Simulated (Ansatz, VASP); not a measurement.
# Cu: VASP beside Ansatz

File INCAR:

```
SYSTEM = Cu
PREC = Accurate ; ENCUT = 520
EDIFF = 1E-6 ; ISMEAR = -1
SIGMA = 0.1 ; LREAL = .False.
LASPH = .True. ; NELM = 80
ALGO = Normal ; ISIF = 2
LWAVE = .False. ; LCHARG = .False.
LDIPOL = .True. ; IDIPOL = 3
DIPOL = 0.5 0.5 0.500 ; GGA = PS
NBANDS = 36
```

File KPOINTS:

```
regular mesh
0
Gamma
  18 18 1
  0 0 0
```

File POSCAR:

```
Cu
1.0
    2.5195991541      0.0000000000      0.0000000000
   -1.2597995771      2.1820368748      0.0000000000
    0.0000000000      0.0000000000     24.2290000000
Cu
5
Direct
    0.8333333330      0.1666666670      0.3301833264
    0.1666666670      0.8333333330      0.4150916629
    0.5000000000      0.5000000000      0.5000000000
    0.8333333330      0.1666666670      0.5849083371
    0.1666666670      0.8333333330      0.6698166736
```

Input for Ansatz:

```yaml
crystal:
  lattice:
    - [2.5195991541, 0.0, 0.0]
    - [-1.2597995771, 2.1820368748, 0.0]
    - [0.0, 0.0, 24.229]
  atoms:
    - { symbol: Cu, position: [0.833333333, 0.166666667, 0.3301833264] }
    - { symbol: Cu, position: [0.166666667, 0.833333333, 0.4150916629] }
    - { symbol: Cu, position: [0.5, 0.5, 0.5] }
    - { symbol: Cu, position: [0.833333333, 0.166666667, 0.5849083371] }
    - { symbol: Cu, position: [0.166666667, 0.833333333, 0.6698166736] }
kpoints:
  mp_grid: { grid: [18, 18, 1] }
scf:
  occupations: { method: fermi_dirac, width: 0.1 }
hamiltonian:
  xc: pbesol
  pseudopotentials: { kind: all_electron, lapw: { basis_error: 0.001 } }
output:
  forces: true
  stress: true
  eigenvalues: true
  populations: true
  dos: { projected: true, de: 0.2, e_range: [-14, 8] }
efield:
  axis: 3
  amplitude: 0
  dipole_correction: true
```

Alike in both runs: task single point; functional PBEsol; k mesh 18 × 18 × 1; occupations fermi-dirac, width 0.1 eV; no spin polarisation.

|  | VASP | Ansatz |
| --- | --- | --- |
| version | VASP 6.6.1 | Ansatz 0.2.0 |
| potentials or method | VASP PAW PBE potentials, release 64 (Cu), cutoff 520 eV | all-electron LAPW, scalar-relativistic |

VASP gave:

| Property | Result |
| --- | --- |
| rms of the force components (eV/Å) | 0.022 |

Task: Estimate Ansatz's values.

Result: rms of the force components (eV/Å): 0.030.

VASP's potentials were made for PBE, not for PBEsol. Atom by atom the forces differ by 0.009 eV/Å (rms over components). Ansatz ran all-electron here, and VASP with PAW potentials.
